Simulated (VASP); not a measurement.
# Ir (Fm-3m) in VASP: a series of runs

Runs on Ir. Level: r2SCAN. Tasks: single point, relaxation of volume and atoms at fixed shape.

Everything below comes from runs of VASP 6.6.1. Logs are shortened: lines on timing, memory, paths and dates and some standing lists are left out, and cuts for length are marked.

**1. The cell of the first run**

Symmetry: Fm-3m, No. 225, cubic system. Conventional cell: a = 3.846 Å, b = 3.846 Å, c = 3.846 Å, α = 90.00°, β = 90.00°, γ = 90.00°. Ir (site symmetry m-3m) has 12 Ir at 2.72 Å within 3.6 Å.

**2. Single point, r2SCAN**

Input file POSCAR:

```
Ir
1.0
    0.0000000000      1.9230427410      1.9230427410
    1.9230427410      0.0000000000      1.9230427410
    1.9230427410      1.9230427410      0.0000000000
Ir
1
Direct
    0.0000000000      0.0000000000      0.0000000000
```

Input file INCAR.step1:

```
SYSTEM = Ir
PREC     = Accurate       ! precision mode
ENCUT    = 520            ! plane-wave cutoff, eV
ISMEAR   = 0              ! smearing method
SIGMA    = 0.1            ! smearing width, eV
LREAL    = .FALSE.        ! projectors in reciprocal space
LASPH    = .TRUE.         ! aspherical terms in the spheres
NELM     = 60             ! most SCF steps
NBANDS   = 10             ! bands
GGA      = PE             ! functional
ALGO     = Normal         ! electronic algorithm
EDIFF    = 1E-4           ! SCF threshold, eV
LWAVE    = .TRUE.         ! write WAVECAR
LCHARG   = .FALSE.        ! write CHGCAR
```

Input file INCAR.step2:

```
SYSTEM = Ir
PREC     = Accurate       ! precision mode
ENCUT    = 520            ! plane-wave cutoff, eV
EDIFF    = 1E-6           ! SCF threshold, eV
ISMEAR   = 0              ! smearing method
SIGMA    = 0.1            ! smearing width, eV
LREAL    = .FALSE.        ! projectors in reciprocal space
LASPH    = .TRUE.         ! aspherical terms in the spheres
NELM     = 60             ! most SCF steps
ALGO     = Normal         ! electronic algorithm
ISIF     = 2              ! what is computed and relaxed
LWAVE    = .FALSE.        ! write WAVECAR
LCHARG   = .FALSE.        ! write CHGCAR
METAGGA  = R2SCAN         ! meta-GGA
LMIXTAU  = .TRUE.       
NBANDS   = 10             ! bands
ISTART   = 1
```

Input file KPOINTS:

```
regular mesh
0
G
  11 11 11
  0 0 0
```

Potentials or basis: VASP PAW PBE potentials, release 64 (Ir).

Command:

```
$ cat potpaw_PBE.64/Ir/POTCAR > POTCAR
$ cp INCAR.step1 INCAR
$ mpirun -np 1 vasp_std > vasp.out
$ cp INCAR.step2 INCAR
$ mpirun -np 1 vasp_std > vasp.out
```

OUTCAR:

```text
SYSTEM = Ir
   PREC = Accurate
   ENCUT = 520
   EDIFF = 1E-6
   ISMEAR = 0
   LREAL = .FALSE.
   LASPH = .TRUE.
   NELM = 60
   ISIF = 2
   METAGGA = R2SCAN
   ISTART = 1

 ion  position               nearest neighbor table
   1  0.000  0.000  0.000-

  LATTYP: Found a face centered cubic cell.
 ALAT       =     3.8460854820

  Lattice vectors:

 A1 = (   0.0000000000,   1.9230427410,   1.9230427410)
 A2 = (   1.9230427410,   0.0000000000,   1.9230427410)
 A3 = (   1.9230427410,   1.9230427410,   0.0000000000)

Analysis of symmetry for initial positions (statically):
=====================================================================
 Subroutine PRICEL returns:
 Original cell was already a primitive cell.

 Routine SETGRP: Setting up the symmetry group for a
 face centered cubic supercell.

 Subroutine GETGRP returns: Found 48 space group operations
 (whereof 48 operations were pure point group operations)
 out of a pool of 48 trial point group operations.

The static configuration has the point symmetry O_h .

Analysis of symmetry for dynamics (positions and initial velocities):
=====================================================================
 Subroutine PRICEL returns:
 Original cell was already a primitive cell.

 Routine SETGRP: Setting up the symmetry group for a
 face centered cubic supercell.

 Subroutine GETGRP returns: Found 48 space group operations
 (whereof 48 operations were pure point group operations)
 out of a pool of 48 trial point group operations.

The dynamic configuration has the point symmetry O_h .

 Subroutine INISYM returns: Found 48 space group operations
 (whereof 48 operations are pure point group operations),
 and found     1 'primitive' translations

----------------------------------------------------------------------------------------

                                     Primitive cell

  volume of cell :      14.2232

  direct lattice vectors                    reciprocal lattice vectors
     0.000000000  1.923042741  1.923042741    -0.260004621  0.260004621  0.260004621
     1.923042741  0.000000000  1.923042741     0.260004621 -0.260004621  0.260004621
     1.923042741  1.923042741  0.000000000     0.260004621  0.260004621 -0.260004621

  length of vectors
     2.719593125  2.719593125  2.719593125     0.450341215  0.450341215  0.450341215

  position of ions in fractional coordinates (direct lattice)
     0.000000000  0.000000000  0.000000000

  ion indices of the primitive-cell ions
   primitive index   ion index
                 1           1

----------------------------------------------------------------------------------------

 KPOINTS: regular mesh

Automatic generation of k-mesh.
 Grid dimensions read from file:
 generate k-points for:   11   11   11

 Generating k-lattice:

  Cartesian coordinates                     Fractional coordinates (reciprocal lattice)
    -0.023636784  0.023636784  0.023636784     0.090909091  0.000000000  0.000000000
     0.023636784 -0.023636784  0.023636784     0.000000000  0.090909091  0.000000000
     0.023636784  0.023636784 -0.023636784     0.000000000  0.000000000  0.090909091

  Length of vectors
     0.040940110  0.040940110  0.040940110

  Shift w.r.t. Gamma in fractional coordinates (k-lattice)
     0.000000000  0.000000000  0.000000000

 Subroutine IBZKPT returns following result:
 ===========================================

 Found     56 irreducible k-points:

 Following reciprocal coordinates:
            Coordinates               Weight
  0.000000  0.000000  0.000000      1.000000
  0.090909  0.000000  0.000000      8.000000
  0.181818  0.000000  0.000000      8.000000
  0.272727  0.000000  0.000000      8.000000
  0.363636  0.000000  0.000000      8.000000
  0.454545  0.000000  0.000000      8.000000
[... 16 lines left out ...]
 -0.272727  0.181818  0.000000     24.000000
 -0.181818  0.181818  0.000000     12.000000
 [... further k-points ...]
   k-points           NKPTS =     56   k-points in BZ     NKDIM =     56   number of bands    NBANDS=     10
   number of dos      NEDOS =    301   number of ions     NIONS =      1
   total plane-waves  NPLWV =   8000
   dimension x,y,z NGX =    20 NGY =   20 NGZ =   20
   dimension x,y,z NGXF=    40 NGYF=   40 NGZF=   40
   ions per type =               1
   NGX,Y,Z   is equivalent  to a cutoff of  12.23, 12.23, 12.23 a.u.
   NGXF,Y,Z  is equivalent  to a cutoff of  24.45, 24.45, 24.45 a.u.
 SYSTEM =  Ir
   PREC   = accura    normal or accurate (medium, high low for compatibility)
   ISTART =      1    job   : 0-new  1-cont  2-samecut
   ICHARG =      0    charge: 1-file 2-atom 10-const
   ISPIN  =      1    spin polarized calculation?
   LNONCOLLINEAR =      F non collinear calculations
   LSORBIT =      F    spin-orbit coupling
   LASPH  =      T    aspherical Exc in radial PAW
   ENCUT  =  520.0 eV  38.22 Ry    6.18 a.u.   5.06  5.06  5.06*2*pi/ulx,y,z
   NELM   =     60;   NELMIN=  2; NELMDL=  0     # of ELM steps
   EDIFF  = 0.1E-05   stopping-criterion for ELM
   LREAL  =      F    real-space projection
   EDIFFG = 0.1E-04   stopping-criterion for IOM
   NSW    =      0    number of steps for IOM
   IBRION =     -1    ionic relax: 0-MD 1-quasi-New 2-CG
   NFREE  =      0    steps in history (QN), initial steepest desc. (CG)
   ISIF   =      2    stress and relaxation
   ISYM   =      2    0-nonsym 1-usesym 2-fastsym
   POTIM  = 0.5000    time-step for ionic-motion
   TEBEG  =    0.0;   TEEND  =   0.0 temperature during run
   PSTRESS=    0.0 pullay stress
   NELECT =       9.0000    total number of electrons
   NUPDOWN=      -1.0000    fix difference up-down
   EMIN   =  10.00;   EMAX   =-10.00  energy-range for DOS
   EFERMI =   0.00;   METHOD = LEGACY
   ISMEAR =     0;   SIGMA  =   0.10  broadening in eV -4-tet -1-fermi 0-gaus
   EFERMI_NEDOS =   21; number of points for ismear=-14 and -15
   IALGO  =     38    algorithm
   IMIX   =      4    mixing-type and parameters
     AMIX     =   0.40;   BMIX     =  1.00
     AMIX_MAG =   1.60;   BMIX_MAG =  1.00
  volume/ion in A,a.u.               =      14.22        95.98
  Fermi-wavevector in a.u.,A,eV,Ry     =   1.405476  2.655964 26.876438  1.975362
  Thomas-Fermi vector in A             =   2.527933
   LORBIT       =      0    0 simple, 1 ext, 2 COOP (PROOUT), +10 PAW based schemes
   METAGGA = R2SCAN    functional components
   LHFCALC =     F    Hartree Fock is set to
   AEXX    =    0.0000 exact exchange contribution
   IVDW    =     0    specifies the selected vdW correction
   LEPSILON=     F    determine dielectric tensor
   LRPA    =     F    only Hartree local field effects (RPA)
 non-spin polarized calculation
 Gauss-broadening in eV      SIGMA  =   0.10
  energy-cutoff  :      520.00
  volume of cell :       14.22
 maximum number of plane-waves:       390
   NGX = 11   NGY = 11   NGZ = 11

 number of electron       9.0000000 magnetization

 Free energy of the ion-electron system (eV)
  ---------------------------------------------------
  ext. energy  EPLUGINS =         0.00000000
  ---------------------------------------------------
  free energy    TOTEN  =       -52.34194521 eV

  energy without entropy =      -52.33429551  energy(sigma->0) =      -52.33812036

 E-fermi :  10.0375     XC(G=0): -15.2918

 val. band max:        9.9992558340   @ k =  -0.3636   0.0909   0.0000
 cond. band min:      10.0460786661   @ k =   0.4545   0.3636   0.0000
 fundamental gap:      0.0468228321
 Fermi energy:        10.0375027614

 k-point     1 :       0.0000    0.0000    0.0000
  band No.  band energies     occupation
      1      -1.3864      2.00000
      2       6.1167      2.00000
      3       6.1167      2.00000
      4       6.1167      2.00000
      5       8.8019      2.00000
      6       8.8019      2.00000
      7      25.1919      0.00000
      8      31.0297      0.00000
      9      31.0297      0.00000
     10      31.0297      0.00000

 k-point     2 :       0.0909    0.0000    0.0000
  band No.  band energies     occupation
      1      -1.0089      2.00000
      2       5.9227      2.00000
      3       6.2743      2.00000
      4       6.2743      2.00000
      5       8.7082      2.00000
      6       8.7082      2.00000
      7      25.8231      0.00000
      8      29.3692      0.00000
      9      31.6384      0.00000
     10      31.6384      0.00000

 k-point     3 :       0.1818    0.0000    0.0000
  band No.  band energies     occupation
      1       0.0038      2.00000
      2       5.5704      2.00000
      3       6.5525      2.00000
      4       6.5525      2.00000
      5       8.6736      2.00000
      6       8.6736      2.00000
      7      26.6598      0.00000
      8      27.2823      0.00000
      9      33.3046      0.00000
     10      33.3046      0.00000

 k-point     4 :       0.2727    0.0000    0.0000
  band No.  band energies     occupation
      1       1.1581      2.00000
      2       5.7254      2.00000
      3       6.4990      2.00000
      4       6.4990      2.00000
      5       9.2183      2.00000
      6       9.2183      2.00000
      7      23.9720      0.00000
      8      27.4223      0.00000
      9      35.0631      0.00000
     10      35.0631      0.00000
[... 222 lines left out ...]
 k-point    22 :      -0.3636    0.1818    0.0000
  band No.  band energies     occupation
      1       2.9266      2.00000
      2       5.2168      2.00000
      3       6.4920      2.00000
      4       6.9674      2.00000
      5       9.9501      1.78349
      6      13.6257      0.00000
      7      19.1842      0.00000
      8      26.0997      0.00000
      9      28.2410      0.00000
     10      31.7215      0.00000

 k-point    23 :      -0.2727    0.1818    0.0000
  band No.  band energies     occupation
      1       2.8652      2.00000
      2       5.2326      2.00000
      3       5.7454      2.00000
      4       7.1628      2.00000
      5       8.7118      2.00000
      6      12.2404      0.00000
      7      22.4511      0.00000
      8      26.7216      0.00000
      9      28.8138      0.00000
     10      34.0180      0.00000

 k-point    24 :      -0.1818    0.1818    0.0000
  band No.  band energies     occupation
      1       1.9294      2.00000
      2       4.9020      2.00000
      3       6.2695      2.00000
      4       7.5673      2.00000
      5       7.5995      2.00000
      6      10.7670      0.00000
      7      25.0261      0.00000
      8      28.0230      0.00000
      9      30.6645      0.00000
     10      31.5686      0.00000

 [... further k-points ...]

------------------------ aborting loop because EDIFF is reached ----------------------------------------

  FORCE on cell =-STRESS in cart. coord.  units (eV):
  Direction    XX          YY          ZZ          XY          YZ          ZX
  --------------------------------------------------------------------------------------
  -------------------------------------------------------------------------------------
  Total        0.2178145      0.2178145      0.2178145     -0.0000000     -0.0000000     -0.0000000
  in kB       24.5358172     24.5358172     24.5358172     -0.0000000     -0.0000000     -0.0000000
  external PRESSURE =      24.5358172 kB  Pullay stress =       0.0000000 kB

 VOLUME and BASIS-vectors are now :
 -----------------------------------------------------------------------------
  energy-cutoff  :      520.00
  volume of cell :       14.22
      direct lattice vectors                 reciprocal lattice vectors
     0.000000000  1.923042741  1.923042741    -0.260004621  0.260004621  0.260004621
     1.923042741  0.000000000  1.923042741     0.260004621 -0.260004621  0.260004621
     1.923042741  1.923042741  0.000000000     0.260004621  0.260004621 -0.260004621

 POSITION                                       TOTAL-FORCE (eV/Angst)
 -----------------------------------------------------------------------------------
      0.00000      0.00000      0.00000         0.000000     -0.000000      0.000000
 -----------------------------------------------------------------------------------
    total drift:                                0.000000      0.000000      0.000000

  FREE ENERGIE OF THE ION-ELECTRON SYSTEM (eV)
  ---------------------------------------------------
  free  energy   TOTEN  =       -52.3419452113 eV

  energy  without entropy=      -52.3342955067  energy(sigma->0) =      -52.33812036
```

Wall time 43 s (1 thread of Intel Xeon 8259CL, shared host); peak memory 0.13 GiB.

Results:

| Property | Result |
| --- | --- |
| Free energy | -52.3419 eV |
| Pressure | 2.5 GPa |
| Band gap on the k mesh | zero (an odd number of electrons rules out a gap without spin polarisation) |

Levels at points of the mesh, in eV from the Fermi level:
```
           k point  band 1  band 2  band 3  band 4  band 5  band 6  band 7  band 8  band 9
(0.00, 0.00, 0.00)  -11.42   -3.92   -3.92   -3.92   -1.24   -1.24   15.15   20.99   20.99
```

Caveat: the PAW data sets were made with another functional, which shifts forces and pressure a little; spin-orbit coupling is left out, which moves the levels of the heavy elements.

**3. Relaxation of volume and atoms at fixed shape, r2SCAN**

This run uses another cell than the first one, of 14.06 Å³/atom.

Input file POSCAR:

```
Ir
1.0
    0.0000000000      1.9156000000      1.9156000000
    1.9156000000      0.0000000000      1.9156000000
    1.9156000000      1.9156000000      0.0000000000
Ir
1
Direct
    0.0000000000      0.0000000000      0.0000000000
```

Input file INCAR.step1:

```
SYSTEM = Ir
PREC = Accurate
ENCUT = 600
ISMEAR = 0
SIGMA = 0.1
LREAL = .False.
LASPH = .True.
NELM = 60
GGA = PE
ALGO = Normal
EDIFF = 1E-4
LWAVE = .True.
LCHARG = .False.
```

Input file INCAR.step2:

```
SYSTEM = Ir
PREC = Accurate
ENCUT = 600
EDIFF = 1E-6
ISMEAR = 0
SIGMA = 0.1
LREAL = .False.
LASPH = .True.
NELM = 60
ALGO = Normal
ISIF = 8
LWAVE = .False.
LCHARG = .False.
METAGGA = R2SCAN
LMIXTAU = .True.
IBRION = 2
NSW = 60
EDIFFG = -0.01
ISTART = 1
```

Input file KPOINTS:

```
regular mesh
0
Gamma
  11 11 11
  0 0 0
```

Potentials or basis: VASP PAW PBE potentials, release 64 (Ir).

Command:

```
$ cat potpaw_PBE.64/Ir/POTCAR > POTCAR
$ cp INCAR.step1 INCAR
$ mpirun -np 1 vasp_std > vasp.out
$ cp INCAR.step2 INCAR
$ mpirun -np 1 vasp_std > vasp.out
```

Wall time 1.7 min (1 thread of Intel Xeon 8259CL, shared host); peak memory 0.16 GiB.

Results (log left out):

```
Free energy                           : -52.3425 eV
Relaxed volume                        : 14.32 Å³/atom
Relaxed cell                          : a = 2.726 Å, b = 2.726 Å, c = 2.726 Å, α = 60.00°, β = 60.00°, γ = 60.00°
Space group after relaxing (to 0.1 Å) : Fm-3m (No. 225)
Energy gained by relaxing             : 5.6 meV/atom
Ionic steps                           : 4
Pressure after relaxing               : 0.0 GPa
Band gap on the k mesh                : zero (an odd number of electrons rules out a gap without spin polarisation)
```

The path:
| step | energy change (eV) | largest force (eV/Å) | pressure (GPa) | volume (Å³) |
| --- | --- | --- | --- | --- |
| 1 | 0.0000 | 0.0000 | 7.17 | 14.06 |
| 2 | 0.0744 | 0.0000 | -22.38 | 15.38 |
| 3 | -0.0056 | 0.0000 | -0.21 | 14.32 |
| 4 | -0.0056 | 0.0000 | 0.00 | 14.32 |

Final structure:
```xyz
1
Lattice="0.0000 1.9272 1.9272 1.9272 0.0000 1.9272 1.9272 1.9272 0.0000" Properties=species:S:1:pos:R:3 pbc="T T T"
Ir    0.0000    0.0000    0.0000
```

Levels at points of the mesh, in eV from the Fermi level:
```csv
k point,band 2,band 3,band 4,band 5,band 6,band 7
"(0.00, 0.00, 0.00)",-3.88,-3.88,-3.88,-1.23,-1.23,15.17
```

Caveat: the PAW data sets were made with another functional, which shifts forces and pressure a little; spin-orbit coupling is left out, which moves the levels of the heavy elements. Zero-point motion and thermal expansion aren't in these numbers.
